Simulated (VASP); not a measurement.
# InTe3W (R32) in VASP: a series of runs

InTe3W is run at these levels: PBE; tasks: single point, relaxation of cell and atoms.

Program: VASP 6.6.1. These are calculated values, not measurements. Logs are shortened: lines on timing, memory, paths and dates and some standing lists are left out, and cuts for length are marked.

## Step 1: The cell of the first run

Symmetry: R32, No. 155, trigonal system. Conventional cell: a = 7.416 Å, b = 7.416 Å, c = 8.844 Å, α = 90.00°, β = 90.00°, γ = 120.00°. In (site symmetry 32) has 9 Te at 3.13 to 3.69 Å within 4.1 Å. Te (site symmetry 2) has 2 W at 2.66 Å and 1 In at 3.13 Å and 2 Te at 3.16 Å within 3.5 Å. Within 3.5 Å of W (site symmetry 32) lie 6 Te at 2.66 Å.

## Step 2: Single point, PBE

The input, INCAR:

```
SYSTEM = InTe3W
ALGO     = Normal         ! electronic algorithm
EDIFF    = 1E-6           ! SCF threshold, eV
ENCUT    = 500            ! plane-wave cutoff, eV
GGA      = PE             ! functional
GGA_COMPAT= .FALSE.      
ISIF     = 2              ! what is computed and relaxed
ISMEAR   = 0              ! smearing method
LASPH    = .TRUE.         ! aspherical terms in the spheres
LCHARG   = .FALSE.        ! write CHGCAR
LREAL    = .FALSE.        ! projectors in reciprocal space
LWAVE    = .FALSE.        ! write WAVECAR
NBANDS   = 30             ! bands
NELM     = 120            ! most SCF steps
PREC     = Accurate       ! precision mode
SIGMA    = 0.1            ! smearing width, eV
```

The input, KPOINTS:

```
k-points
0
G
  3 3 3
  0 0 0
```

The input, POSCAR:

```
InTe3W
1.0
    3.7081608900      2.1409076900      2.9481528600
   -3.7081608900      2.1409076900      2.9481528600
    0.0000000000     -4.2818153800      2.9481528600
In Te W
1 3 1
Direct
    0.5000000000      0.5000000000      0.5000000000
    0.0780339900      0.5000000000      0.9219660100
    0.9219660100      0.0780339900      0.5000000000
    0.5000000000      0.9219660100      0.0780339900
    0.0000000000      0.0000000000      0.0000000000
```

Potentials or basis: VASP PAW PBE potentials, release 64 (In_d, Te, W_sv).

Started as:

```sh
$ cat potpaw_PBE.64/In_d/POTCAR potpaw_PBE.64/Te/POTCAR potpaw_PBE.64/W_sv/POTCAR > POTCAR
$ mpirun -np 1 vasp_std > vasp.out
```

OUTCAR:

```text
SYSTEM = InTe3W
   EDIFF = 1E-6
   ENCUT = 500
   GGA = PE
   ISIF = 2
   ISMEAR = 0
   LASPH = .TRUE.
   LREAL = .FALSE.
   NELM = 120
   PREC = Accurate

 ion  position               nearest neighbor table
   1  0.500  0.500  0.500-   3 3.13   2 3.13   4 3.13   2 3.69   4 3.69   2 3.69   4 3.69   3 3.69
                             3 3.69
   2  0.078  0.500  0.922-   5 2.66   5 2.66   1 3.13   3 3.16   4 3.16   1 3.69   1 3.69
   3  0.922  0.078  0.500-   5 2.66   5 2.66   1 3.13   2 3.16   4 3.16   1 3.69   1 3.69
   4  0.500  0.922  0.078-   5 2.66   5 2.66   1 3.13   3 3.16   2 3.16   1 3.69   1 3.69
   5  0.000  0.000  0.000-   4 2.66   2 2.66   2 2.66   4 2.66   3 2.66   3 2.66

  LATTYP: Found a trigonal (rhomboedric) cell.
 ALAT       =     5.1986102190
 COS(alpha) =    -0.0175895105

  Lattice vectors:

 A1 = (   3.7081608900,   2.1409076900,   2.9481528600)
 A2 = (  -3.7081608900,   2.1409076900,   2.9481528600)
 A3 = (   0.0000000000,  -4.2818153800,   2.9481528600)

Analysis of symmetry for initial positions (statically):
=====================================================================
 Subroutine PRICEL returns:
 Original cell was already a primitive cell.

 Routine SETGRP: Setting up the symmetry group for a
 trigonal (rhombohedral) supercell.

 Subroutine GETGRP returns: Found  6 space group operations
 (whereof  6 operations were pure point group operations)
 out of a pool of 12 trial point group operations.

The static configuration has the point symmetry D_3 .

Analysis of symmetry for dynamics (positions and initial velocities):
=====================================================================
 Subroutine PRICEL returns:
 Original cell was already a primitive cell.

 Routine SETGRP: Setting up the symmetry group for a
 trigonal (rhombohedral) supercell.

 Subroutine GETGRP returns: Found  6 space group operations
 (whereof  6 operations were pure point group operations)
 out of a pool of 12 trial point group operations.

The dynamic configuration has the point symmetry D_3 .

 Subroutine INISYM returns: Found  6 space group operations
 (whereof  6 operations are pure point group operations),
 and found     1 'primitive' translations

----------------------------------------------------------------------------------------

                                     Primitive cell

  volume of cell :     140.4293

  direct lattice vectors                    reciprocal lattice vectors
     3.708160890  2.140907690  2.948152860     0.134837731  0.077848600  0.113065146
    -3.708160890  2.140907690  2.948152860    -0.134837731  0.077848600  0.113065146
     0.000000000 -4.281815380  2.948152860     0.000000000 -0.155697200  0.113065146

  length of vectors
     5.198610219  5.198610219  5.198610221     0.192419712  0.192419712  0.192419712

  position of ions in fractional coordinates (direct lattice)
     0.500000000  0.500000000  0.500000000
     0.078033990  0.500000000  0.921966010
     0.921966010  0.078033990  0.500000000
     0.500000000  0.921966010  0.078033990
     0.000000000  0.000000000  0.000000000

  ion indices of the primitive-cell ions
   primitive index   ion index
                 1           1
                 2           2
                 3           3
                 4           4
                 5           5

----------------------------------------------------------------------------------------

 KPOINTS: k-points

Automatic generation of k-mesh.
 Grid dimensions read from file:
 generate k-points for:    3    3    3

 Generating k-lattice:

  Cartesian coordinates                     Fractional coordinates (reciprocal lattice)
     0.044945910  0.025949533  0.037688382     0.333333333  0.000000000 -0.000000000
    -0.044945910  0.025949533  0.037688382     0.000000000  0.333333333 -0.000000000
     0.000000000 -0.051899067  0.037688382    -0.000000000 -0.000000000  0.333333333

  Length of vectors
     0.064139904  0.064139904  0.064139904

  Shift w.r.t. Gamma in fractional coordinates (k-lattice)
     0.000000000  0.000000000  0.000000000

 Subroutine IBZKPT returns following result:
 ===========================================

 Found      6 irreducible k-points:

 Following reciprocal coordinates:
            Coordinates               Weight
  0.000000  0.000000  0.000000      1.000000
  0.333333 -0.000000  0.000000      6.000000
  0.333333  0.333333  0.000000      6.000000
 -0.333333  0.333333  0.000000      6.000000
  0.333333  0.333333  0.333333      2.000000
 -0.333333  0.333333  0.333333      6.000000
   k-points           NKPTS =      6   k-points in BZ     NKDIM =      6   number of bands    NBANDS=     30
   number of dos      NEDOS =    301   number of ions     NIONS =      5
   total plane-waves  NPLWV =  64000
   dimension x,y,z NGX =    40 NGY =   40 NGZ =   40
   dimension x,y,z NGXF=    80 NGYF=   80 NGZF=   80
   ions per type =               1   3   1
   NGX,Y,Z   is equivalent  to a cutoff of  12.79, 12.79, 12.79 a.u.
   NGXF,Y,Z  is equivalent  to a cutoff of  25.58, 25.58, 25.58 a.u.
 SYSTEM =  InTe3W
   PREC   = accura    normal or accurate (medium, high low for compatibility)
   ISTART =      0    job   : 0-new  1-cont  2-samecut
   ICHARG =      2    charge: 1-file 2-atom 10-const
   ISPIN  =      1    spin polarized calculation?
   LNONCOLLINEAR =      F non collinear calculations
   LSORBIT =      F    spin-orbit coupling
   LASPH  =      T    aspherical Exc in radial PAW
   ENCUT  =  500.0 eV  36.75 Ry    6.06 a.u.   9.48  9.48  9.48*2*pi/ulx,y,z
   NELM   =    120;   NELMIN=  2; NELMDL= -5     # of ELM steps
   EDIFF  = 0.1E-05   stopping-criterion for ELM
   LREAL  =      F    real-space projection
   EDIFFG = 0.1E-04   stopping-criterion for IOM
   NSW    =      0    number of steps for IOM
   IBRION =     -1    ionic relax: 0-MD 1-quasi-New 2-CG
   NFREE  =      0    steps in history (QN), initial steepest desc. (CG)
   ISIF   =      2    stress and relaxation
   ISYM   =      2    0-nonsym 1-usesym 2-fastsym
   POTIM  = 0.5000    time-step for ionic-motion
   TEBEG  =    0.0;   TEEND  =   0.0 temperature during run
   PSTRESS=    0.0 pullay stress
   NELECT =      45.0000    total number of electrons
   NUPDOWN=      -1.0000    fix difference up-down
   EMIN   =  10.00;   EMAX   =-10.00  energy-range for DOS
   EFERMI =   0.00;   METHOD = LEGACY
   ISMEAR =     0;   SIGMA  =   0.10  broadening in eV -4-tet -1-fermi 0-gaus
   EFERMI_NEDOS =   21; number of points for ismear=-14 and -15
   IALGO  =     38    algorithm
   IMIX   =      4    mixing-type and parameters
     AMIX     =   0.40;   BMIX     =  1.00
     AMIX_MAG =   1.60;   BMIX_MAG =  1.00
  volume/ion in A,a.u.               =      28.09       189.53
  Fermi-wavevector in a.u.,A,eV,Ry     =   1.120280  2.117021 17.075670  1.255026
  Thomas-Fermi vector in A             =   2.256925
   LORBIT       =      0    0 simple, 1 ext, 2 COOP (PROOUT), +10 PAW based schemes
   GGA     = PE    functional components
   LHFCALC =     F    Hartree Fock is set to
   AEXX    =    0.0000 exact exchange contribution
   IVDW    =     0    specifies the selected vdW correction
   LEPSILON=     F    determine dielectric tensor
   LRPA    =     F    only Hartree local field effects (RPA)
 non-spin polarized calculation
 Gauss-broadening in eV      SIGMA  =   0.10
  energy-cutoff  :      500.00
  volume of cell :      140.43
 maximum number of plane-waves:      3599
 NGX is ok and might be reduce to    40
   NGX = 19   NGY = 19   NGZ = 19

 number of electron      44.9999998 magnetization

 Free energy of the ion-electron system (eV)
  ---------------------------------------------------
  ext. energy  EPLUGINS =         0.00000000
  ---------------------------------------------------
  free energy    TOTEN  =       -22.58690668 eV

  energy without entropy =      -22.57298857  energy(sigma->0) =      -22.57994762

 E-fermi :   7.4150     XC(G=0):  -9.8829

 val. band max:        7.3508483751   @ k =  -0.3333   0.3333   0.3333
 cond. band min:       7.4739552087   @ k =   0.3333   0.3333   0.3333
 fundamental gap:      0.1231068336
 Fermi energy:         7.4150385061

 k-point     1 :       0.0000    0.0000    0.0000
  band No.  band energies     occupation
      1     -67.0652      2.00000
      2     -31.4025      2.00000
      3     -31.3185      2.00000
      4     -31.3185      2.00000
      5      -7.2901      2.00000
      6      -7.2758      2.00000
[... 22 lines left out ...]
     29      10.6842      0.00000
     30      10.6842      0.00000

 k-point     2 :       0.3333   -0.0000    0.0000
  band No.  band energies     occupation
      1     -67.0652      2.00000
      2     -31.4021      2.00000
      3     -31.3188      2.00000
      4     -31.3177      2.00000
      5      -7.2920      2.00000
      6      -7.2735      2.00000
[... 22 lines left out ...]
     29      10.1212      0.00000
     30      10.7788      0.00000

 k-point     3 :       0.3333    0.3333    0.0000
  band No.  band energies     occupation
      1     -67.0653      2.00000
      2     -31.4018      2.00000
      3     -31.3190      2.00000
      4     -31.3171      2.00000
      5      -7.2981      2.00000
      6      -7.2757      2.00000
[... 22 lines left out ...]
     29      10.8289      0.00000
     30      11.4739      0.00000

 k-point     4 :      -0.3333    0.3333    0.0000
  band No.  band energies     occupation
      1     -67.0653      2.00000
      2     -31.4018      2.00000
      3     -31.3185      2.00000
      4     -31.3177      2.00000
      5      -7.2969      2.00000
      6      -7.2767      2.00000
[... 22 lines left out ...]
     29      10.6919      0.00000
     30      12.2908      0.00000

 k-point     5 :       0.3333    0.3333    0.3333
  band No.  band energies     occupation
      1     -67.0653      2.00000
      2     -31.4014      2.00000
      3     -31.3191      2.00000
      4     -31.3166      2.00000
      5      -7.3023      2.00000
      6      -7.2779      2.00000
[... 22 lines left out ...]
     29      11.9710      0.00000
     30      12.1269      0.00000

 k-point     6 :      -0.3333    0.3333    0.3333
  band No.  band energies     occupation
      1     -67.0653      2.00000
      2     -31.4014      2.00000
      3     -31.3183      2.00000
      4     -31.3175      2.00000
      5      -7.2996      2.00000
      6      -7.2804      2.00000
[... 22 lines left out ...]
     29      11.2701      0.00000
     30      11.7637      0.00000

------------------------ aborting loop because EDIFF is reached ----------------------------------------

  FORCE on cell =-STRESS in cart. coord.  units (eV):
  Direction    XX          YY          ZZ          XY          YZ          ZX
  --------------------------------------------------------------------------------------
  -------------------------------------------------------------------------------------
  Total        4.0202939      4.0202940      8.8475512      0.0000000      0.0000000      0.0000000
  in kB       45.8680873     45.8680874    100.9429307      0.0000000      0.0000000      0.0000000
  external PRESSURE =      64.2263685 kB  Pullay stress =       0.0000000 kB

 VOLUME and BASIS-vectors are now :
 -----------------------------------------------------------------------------
  energy-cutoff  :      500.00
  volume of cell :      140.43
      direct lattice vectors                 reciprocal lattice vectors
     3.708160890  2.140907690  2.948152860     0.134837731  0.077848600  0.113065146
    -3.708160890  2.140907690  2.948152860    -0.134837731  0.077848600  0.113065146
     0.000000000 -4.281815380  2.948152860     0.000000000 -0.155697200  0.113065146

 POSITION                                       TOTAL-FORCE (eV/Angst)
 -----------------------------------------------------------------------------------
      0.00000      0.00000      4.42223        -0.000000      0.000000     -0.000000
     -1.56472     -2.71017      4.42223         0.038981      0.067517     -0.000000
      3.12944      0.00000      4.42223        -0.077962      0.000000      0.000000
     -1.56472      2.71017      4.42223         0.038981     -0.067517     -0.000000
      0.00000      0.00000      0.00000        -0.000000      0.000000     -0.000000
 -----------------------------------------------------------------------------------
    total drift:                               -0.000000      0.000000     -0.000000

  FREE ENERGIE OF THE ION-ELECTRON SYSTEM (eV)
  ---------------------------------------------------
  free  energy   TOTEN  =       -22.5869066752 eV

  energy  without entropy=      -22.5729885676  energy(sigma->0) =      -22.57994762
```

It took 16 s on 1 thread of Intel Xeon 6975P-C (Granite Rapids), shared host; peak memory 0.24 GiB.

What came out:

| Item | Value |
| --- | --- |
| Free energy | -22.5869 eV |
| Pressure | 6.4 GPa |
| Largest force | 0.078 eV/Å |

Forces on the atoms (eV/Å):
```
In   0.000  0.000  0.000
Te   0.039  0.068  0.000
Te  -0.078  0.000  0.000
Te   0.039 -0.068  0.000
W    0.000  0.000  0.000
```

Levels at points of the mesh, in eV from the Fermi level:
```tsv
k point	band 19	band 20	band 21	band 22	band 23	band 24	band 25	band 26
(0.00, 0.00, 0.00)	-2.04	-1.95	-1.95	-0.85	0.16	0.16	0.29	1.16
```

Caveat: the k points lie up to 0.40 Å⁻¹ apart; spin-orbit coupling is left out, which moves the levels of the heavy elements.

## Step 3: Single point, PBE

This run uses another cell than the first one, of 30.53 Å³/atom, 1.087 times its volume.

The input, INCAR:

```
PREC = Accurate
ENCUT = 500
EDIFF = 1E-6
ISMEAR = 0
SIGMA = 0.1
LREAL = False
LASPH = True
NELM = 120
ALGO = Normal
ISIF = 2
LWAVE = False
LCHARG = True
GGA = PE
LELF = True
LVHAR = True
NBANDS = 30
GGA_COMPAT = False
```

The input, KPOINTS:

```
Automatic mesh
0
Gamma
  3 3 3
```

The input, POSCAR:

```
InTe3W
1.0
    3.6605121441      2.1133976718      3.2885342623
   -3.6605121441      2.1133976718      3.2885342623
    0.0000000000     -4.2267953436      3.2885342623
In Te W
1 3 1
Direct
    0.5000000000      0.5000000000      0.5000000000
    0.0817014373      0.5000000000      0.9182985627
    0.9182985627      0.0817014373      0.5000000000
    0.5000000000      0.9182985627      0.0817014373
    0.0000000000      0.0000000000      0.0000000000
```

Potentials or basis: VASP PAW PBE potentials, release 64 (In_d, Te, W_sv).

Started as:

```sh
$ cat potpaw_PBE.64/In_d/POTCAR potpaw_PBE.64/Te/POTCAR potpaw_PBE.64/W_sv/POTCAR > POTCAR
$ mpirun -np 1 vasp_std > vasp.out
```

Run time: 17 s. Hardware: 1 thread of Intel Xeon 6975P-C (Granite Rapids), shared host; peak memory 0.25 GiB.

Results (log left out):

| Quantity | Value |
| --- | --- |
| Free energy | -23.0086 eV |
| Pressure | -0.1 GPa |
| Largest force | 0.020 eV/Å |

Forces in eV/Å, atoms in the order of the input:
```
In   0.000  0.000  0.000
Te  -0.010 -0.017  0.000
Te   0.020  0.000  0.000
Te  -0.010  0.017  0.000
W    0.000  0.000  0.000
```

Stress tensor (GPa, compression positive):
```
-0.17  0.00  0.00
 0.00 -0.17  0.00
 0.00  0.00 -0.07
```

Levels at points of the mesh, in eV from the Fermi level:
| k point | band 19 | band 20 | band 21 | band 22 | band 23 | band 24 | band 25 | band 26 | band 27 | band 28 |
| --- | --- | --- | --- | --- | --- | --- | --- | --- | --- | --- |
| (0.00, 0.00, 0.00) | -1.59 | -1.59 | -1.41 | -0.36 | -0.24 | 0.34 | 0.34 | 1.17 | 1.17 | 2.42 |

Caveat: the k points lie up to 0.39 Å⁻¹ apart; spin-orbit coupling is left out, which moves the levels of the heavy elements.

## Step 4: Relaxation of cell and atoms, PBE

The input, INCAR:

```
PREC     = Accurate       # precision mode
ENCUT    = 500            # plane-wave cutoff, eV
EDIFF    = 1E-7           # SCF threshold, eV
ISMEAR   = 0              # smearing method
SIGMA    = 0.1            # smearing width, eV
LREAL    = F              # projectors in reciprocal space
LASPH    = T              # aspherical terms in the spheres
NELM     = 120            # most SCF steps
ALGO     = Normal         # electronic algorithm
ISIF     = 3              # what is computed and relaxed
LWAVE    = F              # write WAVECAR
LCHARG   = F              # write CHGCAR
GGA      = PE             # functional
IBRION   = 2              # ionic algorithm
NSW      = 90             # ionic steps
EDIFFG   = -0.04          # ionic threshold
GGA_COMPAT= F            
NELMIN   = 4
```

The input, KPOINTS:

```
regular mesh
0
Gamma
  3 3 3
```

The input, POSCAR:

```
InTe3W
1.0
    3.7081608900      2.1409076900      2.9481528600
   -3.7081608900      2.1409076900      2.9481528600
    0.0000000000     -4.2818153800      2.9481528600
In Te W
1 3 1
Direct
    0.5000000000      0.5000000000      0.5000000000
    0.0780339900      0.5000000000      0.9219660100
    0.9219660100      0.0780339900      0.5000000000
    0.5000000000      0.9219660100      0.0780339900
    0.0000000000      0.0000000000      0.0000000000
```

Started as:

```sh
$ cat potpaw_PBE.64/In_d/POTCAR potpaw_PBE.64/Te/POTCAR potpaw_PBE.64/W_sv/POTCAR > POTCAR
$ mpirun -np 1 vasp_std > vasp.out
```

Run time: 2.2 min. Hardware: 1 thread of Intel Xeon 6975P-C (Granite Rapids), shared host; peak memory 0.26 GiB.

The run converged. Its results:

| Property | Result |
| --- | --- |
| Free energy | -23.0073 eV |
| Relaxed volume | 30.45 Å³/atom |
| Relaxed cell | a = 5.352 Å, b = 5.352 Å, c = 5.352 Å, α = 86.12°, β = 86.12°, γ = 86.12° |
| Space group after relaxing (to 0.05 Å) | R32 (No. 155) |
| Energy gained by relaxing | 84.1 meV/atom |
| Ionic steps | 10 |
| Pressure after relaxing | 0.0 GPa |
| Largest force after relaxing | 0.006 eV/Å |

Forces in eV/Å, atoms in the order of the input:
```
In   0.000  0.000  0.000
Te   0.003  0.006  0.000
Te  -0.006  0.000  0.000
Te   0.003 -0.006  0.000
W    0.000  0.000  0.000
```

The path:
| step | energy change (eV) | largest force (eV/Å) | pressure (GPa) | volume (Å³) |
| --- | --- | --- | --- | --- |
| 1 | 0.0000 | 0.0780 | 6.43 | 140.43 |
| 2 | -0.2298 | 0.0429 | -3.22 | 164.49 |
| 3 | -0.3165 | 0.0018 | -0.55 | 155.35 |
| 4 | -0.3675 | 0.0204 | -0.38 | 154.40 |
| 5 | -0.4162 | 0.0898 | 0.35 | 151.46 |
| 6 | -0.4179 | 0.0743 | 0.23 | 151.94 |
| 7 | -0.4186 | 0.0491 | -0.25 | 153.13 |
| 8 | -0.4188 | 0.0570 | -0.10 | 152.73 |
| 9 | -0.4196 | 0.0416 | -0.06 | 152.59 |
| 10 | -0.4204 | 0.0064 | 0.00 | 152.27 |

Final structure:
```xyz
5
Lattice="3.6539 2.1096 3.2925 -3.6539 2.1096 3.2925 0.0000 -4.2191 3.2925" Properties=species:S:1:pos:R:3 pbc="T T T"
In    0.0000    0.0000    4.9388
Te   -1.5309   -2.6517    4.9388
Te    3.0619    0.0000    4.9388
Te   -1.5309    2.6517    4.9388
W     0.0000    0.0000    0.0000
```

Levels at points of the mesh, in eV from the Fermi level:
```tsv
k point	band 21	band 22	band 23	band 24	band 25	band 26
(0.00, 0.00, 0.00)	-1.41	-0.35	-0.27	0.34	0.34	1.16
```

Caveat: the k points lie up to 0.39 Å⁻¹ apart in the final cell; spin-orbit coupling is left out, which moves the levels of the heavy elements.

(Part 1 of 2 ends here.)
